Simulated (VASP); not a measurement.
# MgO: single point with LDA

MgO:

```
CELL_PARAMETERS angstrom
0.00000 2.13515 2.13515
2.13515 0.00000 2.13515
2.13515 2.13515 0.00000
ATOMIC_POSITIONS crystal
Mg 0.00000 0.00000 0.00000
O 0.51756 0.51756 0.48244
```

This cell differs from its parent crystal: all O atoms moved +0.075 Å, as atom 2 along Cartesian [0 0 1].

| Property | Result |
| --- | --- |
| Program | VASP 6.6.1 |
| Task | single point |
| Functional | LDA |
| Potentials or basis | VASP PAW LDA potentials, release 64 (Mg, O) |
| Cutoff | 520 eV |
| k mesh | 10 × 10 × 10 |
| Occupations | gaussian, width 0.05 eV |
| Spin | no spin polarisation |

| Quantity | Value |
| --- | --- |
| Pressure | -12.7 GPa |
| Largest force | 0.319 eV/Å |
| Band gap on the k mesh | 4.26 eV, direct |

Forces in eV/Å, atoms in the order of the input:
```
Mg   0.000  0.000  0.319
O    0.000  0.000 -0.319
```

Stress tensor (GPa, compression positive):
```
-13.27   0.00   0.00
  0.00 -13.27   0.00
  0.00   0.00 -11.62
```

Levels at points of the mesh, in eV from the valence-band top:
```csv
k point,band 2,band 3,band 4,band 5,band 6,band 7
"(0.00, 0.00, 0.00)",-0.01,0.00,0.00,4.26,15.32,15.33
"(0.50, 0.00, 0.00)",-4.52,-0.62,-0.62,7.48,11.92,15.58
"(0.50, 0.50, 0.00)",-3.97,-1.31,-1.31,8.85,9.23,12.48
"(0.00, 0.50, 0.50)",-3.98,-1.32,-1.31,8.87,9.24,12.47
```

Run time: 25 s on 1 thread of AMD EPYC 7R43 64-Core Processor (Zen 3) (shared host), peak memory 0.1 GiB.

Caveat: the cell differs from its parent crystal (all O atoms moved +0.075 Å, as atom 2 along Cartesian [0 0 1]).
